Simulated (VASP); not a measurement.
# BeSi (Fm-3m) in VASP: a series of runs

BeSi is run at these levels: PBE; tasks: single point, relaxation of cell and atoms.

Program: VASP 6.6.1. These are calculated values, not measurements. Logs are shortened: lines on timing, memory, paths and dates and some standing lists are left out, and cuts for length are marked.

## (1) The cell of the first run

Symmetry: Fm-3m, No. 225, cubic system. The conventional cell has a = 4.694 Å, b = 4.694 Å, c = 4.694 Å, α = 90.00°, β = 90.00°, γ = 90.00°. Be (site symmetry m-3m) has 6 Si at 2.35 Å within 3.1 Å. Within 3.1 Å of Si (site symmetry m-3m) lie 6 Be at 2.35 Å.

## (2) Single point, PBE

File INCAR:

```
PREC = Accurate
ENCUT = 520
EDIFF = 1E-6
ISMEAR = 0
SIGMA = 0.1
LREAL = False
LASPH = True
NELM = 100
ALGO = Normal
ISIF = 2
LWAVE = False
LCHARG = False
GGA = PE
NBANDS = 10
```

File KPOINTS:

```
regular mesh
0
Gamma
  20 20 20
```

File POSCAR:

```
BeSi
1.0
    0.0000000000      2.3471967379      2.3471967379
    2.3471967379      0.0000000000      2.3471967379
    2.3471967379      2.3471967379      0.0000000000
Be Si
1 1
Direct
    0.0000000000      0.0000000000      0.0000000000
    0.5000000000      0.5000000000      0.5000000000
```

Potentials or basis: VASP PAW PBE potentials, release 64 (Be, Si).

Command:

```
cat potpaw_PBE.64/Be/POTCAR potpaw_PBE.64/Si/POTCAR > POTCAR
mpirun -np 1 vasp_std > vasp.out
```

OUTCAR:

```text
PREC = Accurate
   ENCUT = 520
   EDIFF = 1E-6
   ISMEAR = 0
   LREAL = False
   LASPH = True
   NELM = 100
   ISIF = 2
   GGA = PE

 ion  position               nearest neighbor table
   1  0.000  0.000  0.000-   2 2.35   2 2.35   2 2.35   2 2.35   2 2.35   2 2.35
   2  0.500  0.500  0.500-   1 2.35   1 2.35   1 2.35   1 2.35   1 2.35   1 2.35

  LATTYP: Found a face centered cubic cell.
 ALAT       =     4.6943934758

  Lattice vectors:

 A1 = (   0.0000000000,   2.3471967379,   2.3471967379)
 A2 = (   2.3471967379,   0.0000000000,   2.3471967379)
 A3 = (   2.3471967379,   2.3471967379,   0.0000000000)

Analysis of symmetry for initial positions (statically):
=====================================================================
 Subroutine PRICEL returns:
 Original cell was already a primitive cell.

 Routine SETGRP: Setting up the symmetry group for a
 face centered cubic supercell.

 Subroutine GETGRP returns: Found 48 space group operations
 (whereof 48 operations were pure point group operations)
 out of a pool of 48 trial point group operations.

The static configuration has the point symmetry O_h .

Analysis of symmetry for dynamics (positions and initial velocities):
=====================================================================
 Subroutine PRICEL returns:
 Original cell was already a primitive cell.

 Routine SETGRP: Setting up the symmetry group for a
 face centered cubic supercell.

 Subroutine GETGRP returns: Found 48 space group operations
 (whereof 48 operations were pure point group operations)
 out of a pool of 48 trial point group operations.

The dynamic configuration has the point symmetry O_h .

 Subroutine INISYM returns: Found 48 space group operations
 (whereof 48 operations are pure point group operations),
 and found     1 'primitive' translations

----------------------------------------------------------------------------------------

                                     Primitive cell

  volume of cell :      25.8630

  direct lattice vectors                    reciprocal lattice vectors
     0.000000000  2.347196738  2.347196738    -0.213020064  0.213020064  0.213020064
     2.347196738  0.000000000  2.347196738     0.213020064 -0.213020064  0.213020064
     2.347196738  2.347196738  0.000000000     0.213020064  0.213020064 -0.213020064

  length of vectors
     3.319437460  3.319437460  3.319437460     0.368961574  0.368961574  0.368961574

  position of ions in fractional coordinates (direct lattice)
     0.000000000  0.000000000  0.000000000
     0.500000000  0.500000000  0.500000000
[... 85 lines left out ...]
   POTIM  = 0.5000    time-step for ionic-motion
   TEBEG  =    0.0;   TEEND  =   0.0 temperature during run
   PSTRESS=    0.0 pullay stress
   NELECT =       6.0000    total number of electrons
   NUPDOWN=      -1.0000    fix difference up-down
   EMIN   =  10.00;   EMAX   =-10.00  energy-range for DOS
   EFERMI =   0.00;   METHOD = LEGACY
   ISMEAR =     0;   SIGMA  =   0.10  broadening in eV -4-tet -1-fermi 0-gaus
   EFERMI_NEDOS =   21; number of points for ismear=-14 and -15
   IALGO  =     38    algorithm
   IMIX   =      4    mixing-type and parameters
     AMIX     =   0.40;   BMIX     =  1.00
     AMIX_MAG =   1.60;   BMIX_MAG =  1.00
  volume/ion in A,a.u.               =      12.93        87.27
  Fermi-wavevector in a.u.,A,eV,Ry     =   1.005925  1.900923 13.767542  1.011886
  Thomas-Fermi vector in A             =   2.138636
   LORBIT       =      0    0 simple, 1 ext, 2 COOP (PROOUT), +10 PAW based schemes
   GGA     = PE    functional components
   LHFCALC =     F    Hartree Fock is set to
   AEXX    =    0.0000 exact exchange contribution
   IVDW    =     0    specifies the selected vdW correction
   LEPSILON=     F    determine dielectric tensor
   LRPA    =     F    only Hartree local field effects (RPA)
 non-spin polarized calculation
 Gauss-broadening in eV      SIGMA  =   0.10
  energy-cutoff  :      520.00
  volume of cell :       25.86
 maximum number of plane-waves:       725
 NGX is ok and might be reduce to    28
   NGX = 13   NGY = 13   NGZ = 13

 number of electron       6.0000000 magnetization

 Free energy of the ion-electron system (eV)
  ---------------------------------------------------
  ext. energy  EPLUGINS =         0.00000000
  ---------------------------------------------------
  free energy    TOTEN  =        -8.02285754 eV

  energy without entropy =       -8.01931724  energy(sigma->0) =       -8.02108739

 E-fermi :   6.7944     XC(G=0): -10.3949

 val. band max:        6.7938199025   @ k =   0.4500   0.2500   0.0000
 cond. band min:       6.8011467524   @ k =   0.5000   0.2500   0.0500
 fundamental gap:      0.0073268499
 Fermi energy:         6.7943691861

 k-point     1 :       0.0000    0.0000    0.0000
  band No.  band energies     occupation
      1      -4.9911      2.00000
      2       9.9182      0.00000
      3       9.9182      0.00000
      4       9.9182      0.00000
      5      15.0670      0.00000
      6      15.0670      0.00000
      7      15.0670      0.00000
      8      17.6591      0.00000
      9      17.6591      0.00000
     10      17.6593      0.00000
[... 287 lines left out ...]
 k-point    24 :      -0.3500    0.0500    0.0000
  band No.  band energies     occupation
      1      -2.6184      2.00000
      2       2.5817      2.00000
      3       8.7719      0.00000
      4      10.4252      0.00000
      5      10.7821      0.00000
      6      12.0274      0.00000
      7      14.3751      0.00000
      8      17.2038      0.00000
      9      19.5573      0.00000
     10      20.4865      0.00000

 [... further k-points ...]

------------------------ aborting loop because EDIFF is reached ----------------------------------------

  FORCE on cell =-STRESS in cart. coord.  units (eV):
  Direction    XX          YY          ZZ          XY          YZ          ZX
  --------------------------------------------------------------------------------------
  -------------------------------------------------------------------------------------
  Total        0.0046778      0.0046778      0.0046778      0.0000000      0.0000000      0.0000000
  in kB        0.2897846      0.2897846      0.2897846      0.0000000      0.0000000      0.0000000
  external PRESSURE =       0.2897846 kB  Pullay stress =       0.0000000 kB

 VOLUME and BASIS-vectors are now :
 -----------------------------------------------------------------------------
  energy-cutoff  :      520.00
  volume of cell :       25.86
      direct lattice vectors                 reciprocal lattice vectors
     0.000000000  2.347196738  2.347196738    -0.213020064  0.213020064  0.213020064
     2.347196738  0.000000000  2.347196738     0.213020064 -0.213020064  0.213020064
     2.347196738  2.347196738  0.000000000     0.213020064  0.213020064 -0.213020064

 POSITION                                       TOTAL-FORCE (eV/Angst)
 -----------------------------------------------------------------------------------
      0.00000      0.00000      0.00000        -0.000000     -0.000000     -0.000000
      2.34720      2.34720      2.34720         0.000000      0.000000      0.000000
 -----------------------------------------------------------------------------------
    total drift:                                0.000000      0.000000      0.000000

  FREE ENERGIE OF THE ION-ELECTRON SYSTEM (eV)
  ---------------------------------------------------
  free  energy   TOTEN  =        -8.0228575400 eV

  energy  without entropy=       -8.0193172393  energy(sigma->0) =       -8.02108739
```

It took 28 s on 1 thread of Intel Xeon 6975P-C (Granite Rapids), shared host; peak memory 0.2 GiB.

Results:

```
Free energy            : -8.0229 eV
Pressure               : 0.0 GPa
Band gap on the k mesh : zero (band 3 reaches 10.30 eV, above the bottom of band 4 at 4.05 eV)
```

Levels at points of the mesh, in eV from the Fermi level:
```
           k point  band 1  band 2  band 3  band 4  band 5  band 6  band 7  band 8
(0.00, 0.00, 0.00)  -11.79    3.12    3.12    3.12    8.27    8.27    8.27   10.86
(0.50, 0.00, 0.00)   -8.18   -6.10    3.51    3.51    3.51    3.51    6.96   10.27
(0.50, 0.50, 0.00)   -6.10   -5.54   -1.02   -1.02    1.86    3.56   14.53   14.53
```

## (3) Relaxation of cell and atoms, PBE

This run uses another cell than the first one, of 12.89 Å³/atom, 0.997 times its volume.

File INCAR:

```
ALGO = Normal
EDIFF = 1E-6
EDIFFG = -0.01
ENCUT = 600
GGA = PE
IBRION = 2
ISIF = 3
ISMEAR = 0
LASPH = True
LCHARG = False
LREAL = False
LWAVE = False
NELM = 100
NSW = 100
PREC = Accurate
SIGMA = 0.1
```

File KPOINTS:

```
k-points
0
Gamma
  20 20 20
```

File POSCAR:

```
BeSi
1.0
    0.0000000000      2.3444823234      2.3444823234
    2.3444823234      0.0000000000      2.3444823234
    2.3444823234      2.3444823234      0.0000000000
Be Si
1 1
Direct
    0.0000000000      0.0000000000      0.0000000000
    0.5000000000      0.5000000000      0.5000000000
```

Potentials or basis: VASP PAW PBE potentials, release 64 (Be, Si).

Command:

```
cat potpaw_PBE.64/Be/POTCAR potpaw_PBE.64/Si/POTCAR > POTCAR
mpirun -np 1 vasp_std > vasp.out
```

Wall time 33 s (1 thread of Intel Xeon 6975P-C (Granite Rapids), shared host); peak memory 0.2 GiB.

It converged, with:

- Free energy: -8.0229 eV
- Relaxed volume: 12.94 Å³/atom
- Relaxed cell: a = 3.320 Å, b = 3.320 Å, c = 3.320 Å, α = 60.00°, β = 60.00°, γ = 60.00°
- Space group after relaxing (to 0.05 Å): Fm-3m (No. 225)
- Energy gained by relaxing: 0.1 meV/atom
- Ionic steps: 2
- Pressure after relaxing: 0.0 GPa
- Band gap on the k mesh: zero (band 3 reaches 10.29 eV, above the bottom of band 4 at 4.04 eV)

The path:
```tsv
step	energy change (eV)	largest force (eV/Å)	pressure (GPa)	volume (Å³)
1	0.0000	0.0000	0.36	25.77
2	-0.0001	0.0000	-0.02	25.88
```

Final structure:
```xyz
2
Lattice="0.0000 2.3477 2.3477 2.3477 0.0000 2.3477 2.3477 2.3477 0.0000" Properties=species:S:1:pos:R:3 pbc="T T T"
Be    2.3477    2.3477    4.6954
Si    2.3477    2.3477    2.3477
```

Levels at points of the mesh, in eV from the Fermi level:
| k point | band 1 | band 2 | band 3 | band 4 | band 5 | band 6 |
| --- | --- | --- | --- | --- | --- | --- |
| (0.00, 0.00, 0.00) | -11.78 | 3.12 | 3.12 | 3.12 | 8.27 | 8.27 |
| (0.50, 0.00, 0.00) | -8.18 | -6.10 | 3.51 | 3.51 | 3.51 | 3.51 |
| (0.50, 0.50, 0.00) | -6.10 | -5.53 | -1.02 | -1.02 | 1.86 | 3.56 |
